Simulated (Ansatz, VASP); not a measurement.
# AsRu3 in VASP and in Ansatz

```
As Ru
1.0
     3.87864    0.00000    0.00000
     0.00000    3.87864    0.00000
     0.00000    0.00000    3.87864
As Ru
1 3
Direct
  0.00000 0.00000 0.00000
  0.00000 0.50000 0.50000
  0.50000 0.00000 0.50000
  0.50000 0.50000 0.00000
```

Alike in both runs: task single point; functional PBE; k mesh 6 × 6 × 6; occupations gaussian, width 0.1 eV; no spin polarisation.

|  | VASP | Ansatz |
| --- | --- | --- |
| version | VASP 6.6.1 | Ansatz 0.2.0 |
| potentials or method | VASP PAW PBE potentials, release 64 (As, Ru_pv), cutoff 520 eV | scalar-relativistic, plane waves, PAW |
| valence electrons in the cell | 47 | 63 |

```csv
,VASP,Ansatz,Ansatz less VASP
gap on the k mesh at the Fermi level (eV),none,none,-
pressure (GPa),-5.1,-5.1,-0.03
```

A gap of «none» marks a metal or a gap that the smearing closes. VASP's potentials hold 47 valence electrons a cell and Ansatz's 63, so a difference there can come from the potentials and not from the codes.
